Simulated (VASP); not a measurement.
Set up this calculation in VASP 6.6.1, as the native input.

```yaml
Task: relaxation of cell and atoms
Functional: PBE
Potentials_or_basis: VASP PAW PBE potentials, release 64 (Al)
Cutoff: 600 eV
k_mesh: 17 × 17 × 9
Occupations: fermi-dirac, width 0.1 eV
Spin: no spin polarisation
Target_pressure: 54 GPa
Dipole_correction: no
Further_INCAR_settings: ALGO = Normal; EDIFF = 1e-06; IBRION = 2; EDIFFG = -0.005; NSW = 60; ISIF = 3
```

The structure of Al lies in POSCAR:

```
Al
1.0
    2.5631187844      0.0000000000      0.0000000000
   -1.2815593922      2.2197259802      0.0000000000
    0.0000000000      0.0000000000      4.1522524308
Al
2
Direct
    0.3333333333      0.6666666667      0.2500000000
    0.6666666667      0.3333333333      0.7500000000
```

One way to write it, as run:

INCAR

```
  ALGO = Normal
  EDIFF = 1E-6
  EDIFFG = -0.005
  ENCUT = 600
  GGA = PE
  IBRION = 2
  ISIF = 3
  ISMEAR = -1
  LASPH = True
  LCHARG = False
  LREAL = False
  LWAVE = False
  NELM = 60
  NSW = 60
  PREC = Accurate
  PSTRESS = 540.0
  SIGMA = 0.1
```

KPOINTS

```
k-points
0
Gamma
  17 17 9
```

Potentials or basis: VASP PAW PBE potentials, release 64 (Al).

Run with:

```console
$ cat potpaw_PBE.64/Al/POTCAR > POTCAR
$ mpirun -np 1 vasp_std > vasp.out
```

It gave:

The relaxed volume is 11.79 Å³/atom. The relaxed cell is a = 2.552 Å, b = 2.552 Å, c = 4.180 Å, α = 90.00°, β = 90.00°, γ = 120.00°. The space group after relaxing (to 0.05 Å) is P6_3/mmc (No. 194) and the energy change on relaxing (the enthalpy is what falls) is +6.0 meV/atom. The ionic steps are 5 and the pressure after relaxing is 54.0 GPa. The band gap on the k mesh is zero (band 3 reaches 15.80 eV, above the bottom of band 4 at 8.63 eV).

Caveat: the cell is relaxed towards a set pressure, so the enthalpy falls and the energy may rise.

It took 36 s on 1 thread of Intel(R) Xeon(R) Platinum 8559C (Emerald Rapids), with other jobs on the host, peak memory 0.15 GiB.
